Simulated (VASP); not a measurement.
# Ta (Im-3m) in VASP: further runs

Ta is run at these levels: PBEsol+D3(BJ), PBEsol; tasks: relaxation of cell and atoms, single point.

Program: VASP 6.6.1. These are calculated values, not measurements. Logs are shortened: lines on timing, memory, paths and dates and some standing lists are left out, and cuts for length are marked.

### Step 1. The cell of the first run

Symmetry: Im-3m, No. 229, cubic system. The conventional cell has a = 3.303 Å, b = 3.303 Å, c = 3.303 Å, α = 90.00°, β = 90.00°, γ = 90.00°. Ta (site symmetry m-3m) has 14 Ta at 2.86 to 3.30 Å within 3.8 Å.

### Step 2. Relaxation of cell and atoms, PBEsol+D3(BJ)

INCAR

```
SYSTEM = Ta
  ALGO = Normal
  EDIFF = 1E-6
  EDIFFG = -0.02
  ENCUT = 600
  GGA = PS
  IBRION = 2
  ISIF = 3
  ISMEAR = -1
  IVDW = 12
  LASPH = .TRUE.
  LCHARG = .FALSE.
  LREAL = .FALSE.
  LWAVE = .FALSE.
  NELM = 100
  NSW = 80
  PREC = Accurate
  SIGMA = 0.05
```

KPOINTS

```
k-points
0
G
  11 11 11
  0 0 0
```

POSCAR

```
Ta
1.0
   -1.6512800000      1.6512800000      1.6512800000
    1.6512800000     -1.6512800000      1.6512800000
    1.6512800000      1.6512800000     -1.6512800000
Ta
1
Direct
    0.0000000000      0.0000000000      0.0000000000
```

Potentials or basis: VASP PAW PBE potentials, release 64 (Ta_pv).

The run is started by

```sh
$ cat potpaw_PBE.64/Ta_pv/POTCAR > POTCAR
$ mpirun -np 1 vasp_std > vasp.out
```

OUTCAR:

```text
SYSTEM = Ta
   EDIFF = 1E-6
   EDIFFG = -0.02
   ENCUT = 600
   GGA = PS
   IBRION = 2
   ISIF = 3
   ISMEAR = -1
   IVDW = 12
   LASPH = .TRUE.
   LREAL = .FALSE.
   NELM = 100
   NSW = 80
   PREC = Accurate
 IVDW          = 12

 ion  position               nearest neighbor table
   1  0.000  0.000  0.000-

  LATTYP: Found a body centered cubic cell.
 ALAT       =     3.3025600000

  Lattice vectors:

 A1 = (  -1.6512800000,   1.6512800000,   1.6512800000)
 A2 = (   1.6512800000,  -1.6512800000,   1.6512800000)
 A3 = (   1.6512800000,   1.6512800000,  -1.6512800000)

Analysis of symmetry for initial positions (statically):
=====================================================================
 Subroutine PRICEL returns:
 Original cell was already a primitive cell.

 Routine SETGRP: Setting up the symmetry group for a
 body centered cubic supercell.

 Subroutine GETGRP returns: Found 48 space group operations
 (whereof 48 operations were pure point group operations)
 out of a pool of 48 trial point group operations.

The static configuration has the point symmetry O_h .

Analysis of symmetry for dynamics (positions and initial velocities):
=====================================================================
 Subroutine PRICEL returns:
 Original cell was already a primitive cell.

 Routine SETGRP: Setting up the symmetry group for a
 body centered cubic supercell.

 Subroutine GETGRP returns: Found 48 space group operations
 (whereof 48 operations were pure point group operations)
 out of a pool of 48 trial point group operations.

The dynamic configuration has the point symmetry O_h .

 Subroutine INISYM returns: Found 48 space group operations
 (whereof 48 operations are pure point group operations),
 and found     1 'primitive' translations

----------------------------------------------------------------------------------------

                                     Primitive cell

  volume of cell :      18.0104

  direct lattice vectors                    reciprocal lattice vectors
    -1.651280000  1.651280000  1.651280000     0.000000000  0.302795407  0.302795407
     1.651280000 -1.651280000  1.651280000     0.302795407  0.000000000  0.302795407
     1.651280000  1.651280000 -1.651280000     0.302795407  0.302795407  0.000000000

  length of vectors
     2.860100858  2.860100858  2.860100858     0.428217371  0.428217371  0.428217371

  position of ions in fractional coordinates (direct lattice)
     0.000000000  0.000000000  0.000000000

  ion indices of the primitive-cell ions
   primitive index   ion index
                 1           1

----------------------------------------------------------------------------------------

 KPOINTS: k-points

Automatic generation of k-mesh.
 Grid dimensions read from file:
 generate k-points for:   11   11   11

 Generating k-lattice:

  Cartesian coordinates                     Fractional coordinates (reciprocal lattice)
     0.000000000  0.027526855  0.027526855     0.090909091  0.000000000  0.000000000
     0.027526855  0.000000000  0.027526855     0.000000000  0.090909091  0.000000000
     0.027526855  0.027526855  0.000000000     0.000000000  0.000000000  0.090909091

  Length of vectors
     0.038928852  0.038928852  0.038928852

  Shift w.r.t. Gamma in fractional coordinates (k-lattice)
     0.000000000  0.000000000  0.000000000

 Subroutine IBZKPT returns following result:
 ===========================================

 Found     56 irreducible k-points:

 Following reciprocal coordinates:
            Coordinates               Weight
  0.000000  0.000000  0.000000      1.000000
  0.090909  0.000000  0.000000     12.000000
  0.181818  0.000000  0.000000     12.000000
  0.272727  0.000000  0.000000     12.000000
  0.363636  0.000000  0.000000     12.000000
  0.454545  0.000000  0.000000     12.000000
[... 16 lines left out ...]
  0.272727  0.181818  0.090909     48.000000
  0.363636  0.181818  0.090909     24.000000
 [... further k-points ...]
   k-points           NKPTS =     56   k-points in BZ     NKDIM =     56   number of bands    NBANDS=      9
   number of dos      NEDOS =    301   number of ions     NIONS =      1
   total plane-waves  NPLWV =  13824
   dimension x,y,z NGX =    24 NGY =   24 NGZ =   24
   dimension x,y,z NGXF=    48 NGYF=   48 NGZF=   48
   ions per type =               1
   NGX,Y,Z   is equivalent  to a cutoff of  13.95, 13.95, 13.95 a.u.
   NGXF,Y,Z  is equivalent  to a cutoff of  27.90, 27.90, 27.90 a.u.
 SYSTEM =  Ta
   PREC   = accura    normal or accurate (medium, high low for compatibility)
   ISTART =      0    job   : 0-new  1-cont  2-samecut
   ICHARG =      2    charge: 1-file 2-atom 10-const
   ISPIN  =      1    spin polarized calculation?
   LNONCOLLINEAR =      F non collinear calculations
   LSORBIT =      F    spin-orbit coupling
   LASPH  =      T    aspherical Exc in radial PAW
   ENCUT  =  600.0 eV  44.10 Ry    6.64 a.u.   5.71  5.71  5.71*2*pi/ulx,y,z
   NELM   =    100;   NELMIN=  2; NELMDL= -5     # of ELM steps
   EDIFF  = 0.1E-05   stopping-criterion for ELM
   LREAL  =      F    real-space projection
   EDIFFG = -.2E-01   stopping-criterion for IOM
   NSW    =     80    number of steps for IOM
   IBRION =      2    ionic relax: 0-MD 1-quasi-New 2-CG
   NFREE  =      1    steps in history (QN), initial steepest desc. (CG)
   ISIF   =      3    stress and relaxation
   ISYM   =      2    0-nonsym 1-usesym 2-fastsym
   POTIM  = 0.5000    time-step for ionic-motion
   TEBEG  =    0.0;   TEEND  =   0.0 temperature during run
   PSTRESS=    0.0 pullay stress
   NELECT =      11.0000    total number of electrons
   NUPDOWN=      -1.0000    fix difference up-down
   EMIN   =  10.00;   EMAX   =-10.00  energy-range for DOS
   EFERMI =   0.00;   METHOD = LEGACY
   ISMEAR =    -1;   SIGMA  =   0.05  broadening in eV -4-tet -1-fermi 0-gaus
   EFERMI_NEDOS =   21; number of points for ismear=-14 and -15
   IALGO  =     38    algorithm
   IMIX   =      4    mixing-type and parameters
     AMIX     =   0.40;   BMIX     =  1.00
     AMIX_MAG =   1.60;   BMIX_MAG =  1.00
  volume/ion in A,a.u.               =      18.01       121.54
  Fermi-wavevector in a.u.,A,eV,Ry     =   1.388988  2.624806 26.249534  1.929286
  Thomas-Fermi vector in A             =   2.513061
   LORBIT       =      0    0 simple, 1 ext, 2 COOP (PROOUT), +10 PAW based schemes
   GGA     = PS    functional components
   LHFCALC =     F    Hartree Fock is set to
   AEXX    =    0.0000 exact exchange contribution
   IVDW    =    12    specifies the selected vdW correction
   LEPSILON=     F    determine dielectric tensor
   LRPA    =     F    only Hartree local field effects (RPA)
 conjugate gradient relaxation of ions
 non-spin polarized calculation
  energy-cutoff  :      600.00
  volume of cell :       18.01
 maximum number of plane-waves:       615
   NGX = 11   NGY = 11   NGZ = 11

--------------------------------------- Ionic step        1  -------------------------------------------

 number of electron      11.0000002 magnetization

 Free energy of the ion-electron system (eV)
  ---------------------------------------------------
  ext. energy  EPLUGINS =         0.00000000
  ---------------------------------------------------
  free energy    TOTEN  =       -12.55672732 eV

  energy without entropy =      -12.54871379  energy(sigma->0) =      -12.55272056

------------------------ aborting loop because EDIFF is reached ----------------------------------------

 Edisp (eV)   -0.72814

 E8    (eV) :    -0.5412

  FORCE on cell =-STRESS in cart. coord.  units (eV):
  Direction    XX          YY          ZZ          XY          YZ          ZX
  --------------------------------------------------------------------------------------
  -------------------------------------------------------------------------------------
  Total      -1.19797    -1.19797    -1.19797    -0.00000    -0.00000     0.00000
  in kB    -106.56970  -106.56970  -106.56970    -0.00000    -0.00000     0.00000
  external pressure =     -106.57 kB  Pullay stress =        0.00 kB
[... 98 lines left out ...]
  energy  without entropy=      -13.3102231465  energy(sigma->0) =      -13.31334532

--------------------------------------- Ionic step        4  -------------------------------------------

 number of electron      10.9999999 magnetization

 Free energy of the ion-electron system (eV)
  ---------------------------------------------------
  ext. energy  EPLUGINS =         0.00000000
  ---------------------------------------------------
  free energy    TOTEN  =       -12.54988799 eV

  energy without entropy =      -12.54366737  energy(sigma->0) =      -12.54677768

 E-fermi :   5.7376     XC(G=0): -12.9941

 val. band max:        5.6646543523   @ k =  -0.4545  -0.4545   0.0909
 cond. band min:       5.8197873635   @ k =  -0.1818   0.2727   0.0909
 fundamental gap:      0.1551330113
 Fermi energy:         5.7376280900

 k-point     1 :       0.0000    0.0000    0.0000
  band No.  band energies     occupation
      1     -27.0779      2.00000
      2     -27.0779      2.00000
      3     -27.0779      2.00000
      4      -2.3816      2.00000
      5       6.4577      0.00000
      6       6.4577      0.00000
      7       6.4577      0.00000
      8       9.9151      0.00000
      9       9.9151      0.00000
[... 265 lines left out ...]
 k-point    24 :       0.3636    0.1818    0.0909
  band No.  band energies     occupation
      1     -28.2306      2.00000
      2     -27.7141      2.00000
      3     -27.3099      2.00000
      4       2.7662      2.00000
      5       4.0382      2.00000
      6       5.8838      0.10201
      7      10.4076      0.00000
      8      11.0246      0.00000
      9      15.4589      0.00000

 [... further k-points ...]

------------------------ aborting loop because EDIFF is reached ----------------------------------------

 Edisp (eV)   -0.76667

 E8    (eV) :    -0.5698

  FORCE on cell =-STRESS in cart. coord.  units (eV):
  Direction    XX          YY          ZZ          XY          YZ          ZX
  --------------------------------------------------------------------------------------
  -------------------------------------------------------------------------------------
  Total      -0.00868    -0.00868    -0.00868     0.00000     0.00000    -0.00000
  in kB      -0.81325    -0.81325    -0.81325     0.00000     0.00000    -0.00000
  external pressure =       -0.81 kB  Pullay stress =        0.00 kB
[... 16 lines left out ...]
  FREE ENERGIE OF THE ION-ELECTRON SYSTEM (eV)
  ---------------------------------------------------
  free  energy   TOTEN  =       -13.3165593391 eV

  energy  without entropy=      -13.3103387148  energy(sigma->0) =      -13.31344903

 reached required accuracy - stopping structural energy minimisation
```

It took 16 s on 1 thread of Intel Xeon Platinum 8488C (Sapphire Rapids), shared host; peak memory 0.16 GiB.

What came out:

* Free energy: -13.3166 eV
* Relaxed volume: 17.11 Å³/atom
* Relaxed cell: a = 2.812 Å, b = 2.812 Å, c = 2.812 Å, α = 109.47°, β = 109.47°, γ = 109.47°
* Space group after relaxing (to 0.05 Å): Im-3m (No. 229)
* Energy gained by relaxing: 31.7 meV/atom
* Ionic steps: 4
* Pressure after relaxing: -0.1 GPa
* Dispersion energy per atom: -0.767 eV

The path:
| step | energy change (eV) | largest force (eV/Å) | pressure (GPa) | volume (Å³) |
| --- | --- | --- | --- | --- |
| 1 | 0.0000 | 0.0000 | -10.66 | 18.01 |
| 2 | 0.1844 | 0.0000 | 37.64 | 15.06 |
| 3 | -0.0316 | 0.0000 | -0.63 | 17.15 |
| 4 | -0.0317 | 0.0000 | -0.08 | 17.11 |

Final structure:
```yaml
crystal:
  lattice:
    - [-1.62325, 1.62325, 1.62325]
    - [1.62325, -1.62325, 1.62325]
    - [1.62325, 1.62325, -1.62325]
  atoms:
    - { symbol: Ta, position: [0.00000, 0.00000, 0.00000] }
```

Caveat: the PAW data sets were made with another functional, which shifts forces and pressure a little; spin-orbit coupling is left out, which moves the levels of the heavy elements; pairwise dispersion overbinds metals, which lowers pressure and volume.

### Step 3. Single point, PBEsol, non-collinear spin, zero start, spin-orbit coupling

INCAR

```
  ALGO = Normal
  EDIFF = 1E-6
  ENCUT = 520
  GGA = PS
  GGA_COMPAT = False
  ISIF = 2
  ISMEAR = -1
  LASPH = True
  LCHARG = True
  LMAXMIX = 4
  LNONCOLLINEAR = True
  LORBIT = 11
  LORBMOM = True
  LREAL = False
  LSORBIT = True
  LVHAR = True
  LWAVE = False
  MAGMOM = 0 0 0
  NBANDS = 22
  NELM = 150
  PREC = Accurate
  SIGMA = 0.05
```

KPOINTS

```
k-points
0
Gamma
  11 11 11
```

POSCAR is that of step 2.

Potentials or basis: VASP PAW PBE potentials, release 64 (Ta_pv).

The run is started by

```sh
$ cat potpaw_PBE.64/Ta_pv/POTCAR > POTCAR
$ mpirun -np 1 vasp_ncl > vasp.out
```

OUTCAR:

```text
EDIFF = 1E-6
   ENCUT = 520
   GGA = PS
   ISIF = 2
   ISMEAR = -1
   LASPH = True
   LNONCOLLINEAR = True
   LORBIT = 11
   LREAL = False
   LSORBIT = True
   NELM = 150
   PREC = Accurate

 ion  position               nearest neighbor table
   1  0.000  0.000  0.000-

  LATTYP: Found a body centered cubic cell.
 ALAT       =     3.3025600000

  Lattice vectors:

 A1 = (  -1.6512800000,   1.6512800000,   1.6512800000)
 A2 = (   1.6512800000,  -1.6512800000,   1.6512800000)
 A3 = (   1.6512800000,   1.6512800000,  -1.6512800000)

Analysis of symmetry for initial positions (statically):
=====================================================================
 Subroutine PRICEL returns:
 Original cell was already a primitive cell.

 Routine SETGRP: Setting up the symmetry group for a
 body centered cubic supercell.

 Subroutine GETGRP returns: Found 48 space group operations
 (whereof 48 operations were pure point group operations)
 out of a pool of 48 trial point group operations.

The static configuration has the point symmetry O_h .

Analysis of symmetry for dynamics (positions and initial velocities):
=====================================================================
 Subroutine PRICEL returns:
 Original cell was already a primitive cell.

 Routine SETGRP: Setting up the symmetry group for a
[... 806 lines left out ...]

  energy  without entropy=      -13.2658261420  energy(sigma->0) =      -13.26964476

 orbital moment (x)

 # of ion     p       d       tot
 ----------------------------------------
  1         0.000  -0.000  -0.000
 ----------------------------------------
            0.000  -0.000  -0.000

 orbital moment (y)

 # of ion     p       d       tot
 ----------------------------------------
  1         0.000   0.000   0.000
 ----------------------------------------
            0.000   0.000   0.000

 orbital moment (z)

 # of ion     p       d       tot
 ----------------------------------------
  1         0.000   0.000   0.000
 ----------------------------------------
            0.000   0.000   0.000

 Spin-Orbit-Coupling matrix elements

 Ion:    1  E_soc:     -1.4195182
 l=   1
     0.0000000    -0.2155174    -0.2155174
    -0.2155174     0.0000000    -0.2155174
    -0.2155174    -0.2155174     0.0000000
 l=   2
     0.0000000    -0.0052438     0.0000000    -0.0052438    -0.0158252
    -0.0052438     0.0000000    -0.0118689    -0.0052438    -0.0039563
     0.0000000    -0.0118689     0.0000000    -0.0118689     0.0000000
    -0.0052438    -0.0052438    -0.0118689     0.0000000    -0.0039563
    -0.0158252    -0.0039563     0.0000000    -0.0039563     0.0000000
 l=   3
     0.0000000     0.0000000     0.0000000     0.0000000     0.0000000     0.0000000     0.0000000
     0.0000000     0.0000000     0.0000000     0.0000000     0.0000000     0.0000000     0.0000000
     0.0000000     0.0000000     0.0000000     0.0000000     0.0000000     0.0000000     0.0000000
     0.0000000     0.0000000     0.0000000     0.0000000     0.0000000     0.0000000     0.0000000
     0.0000000     0.0000000     0.0000000     0.0000000     0.0000000     0.0000000     0.0000000
     0.0000000     0.0000000     0.0000000     0.0000000     0.0000000     0.0000000     0.0000000
     0.0000000     0.0000000     0.0000000     0.0000000     0.0000000     0.0000000     0.0000000

 total charge

# of ion       s       p       d       tot
------------------------------------------
    1        0.370   6.163   2.413   8.946

 magnetization (x)

# of ion       s       p       d       tot
------------------------------------------
    1        0.000   0.000   0.000   0.000

 magnetization (y)

# of ion       s       p       d       tot
------------------------------------------
    1        0.000  -0.000   0.000   0.000

 magnetization (z)

# of ion       s       p       d       tot
------------------------------------------
    1        0.000   0.000   0.000   0.000
```

OSZICAR:

```text
N       E                     dE             d eps       ncg     rms          rms(c)
DAV:   1     0.897369971756E+02    0.89737E+02   -0.59896E+03  2464   0.103E+03
DAV:   2    -0.111534836349E+02   -0.10089E+03   -0.97743E+02  2812   0.320E+02
DAV:   3    -0.137792471817E+02   -0.26258E+01   -0.25849E+01  3018   0.489E+01
DAV:   4    -0.137928229296E+02   -0.13576E-01   -0.13572E-01  2774   0.376E+00
DAV:   5    -0.137929253097E+02   -0.10238E-03   -0.10236E-03  2968   0.301E-01    0.138E+01
DAV:   6    -0.133930260492E+02    0.39990E+00   -0.33208E-01  2848   0.655E+00    0.664E+00
DAV:   7    -0.132745818135E+02    0.11844E+00   -0.27424E-01  2848   0.548E+00    0.118E+00
DAV:   8    -0.132744901177E+02    0.91696E-04   -0.10242E-02  2892   0.586E-01    0.285E-01
DAV:   9    -0.132734910666E+02    0.99905E-03   -0.15197E-03  2912   0.485E-01    0.521E-02
DAV:  10    -0.132734652600E+02    0.25807E-04   -0.62096E-05  2830   0.937E-02    0.209E-02
DAV:  11    -0.132734634327E+02    0.18273E-05   -0.51852E-06  2948   0.267E-02    0.629E-03
DAV:  12    -0.132734633682E+02    0.64483E-07   -0.54886E-08  1622   0.271E-03
   1 F= -.13273463E+02 E0= -.13269645E+02  d E =-.763723E-02  mag=    -0.0000    -0.0000    -0.0000
```

stdout:

```text
POSCAR found type information on POSCAR Ta
 POSCAR found :  1 types and       1 ions
 scaLAPACK will be used
 -----------------------------------------------------------------------------
|                                                                             |
|                                                                             |
|     You enforced a specific xc type in the INCAR file but a different       |
|     I HOPE YOU KNOW WHAT YOU ARE DOING!                                     |
|                                                                             |
 -----------------------------------------------------------------------------

 LDA part: xc-table for (Slater+PW92), standard interpolation
 POSCAR, INCAR and KPOINTS ok, starting setup
 FFT: planning ... GRIDC
 FFT: planning ... GRID_SOFT
 FFT: planning ... GRID
 WAVECAR not read
 entering main loop
```

Wall time 41 s (1 thread of Intel Xeon Platinum 8488C (Sapphire Rapids), shared host); peak memory 0.21 GiB.

Results:

- Free energy: -13.2735 eV
- Pressure: -4.4 GPa
- Net moment: 0.00 μB per cell
- Valence electrons inside the program's atomic spheres: Ta 8.95

Moments on the atoms (μB; x, y, z):
```
Ta  0.00 0.00 0.00
```

Caveat: the PAW data sets were made with another functional, which shifts forces and pressure a little.
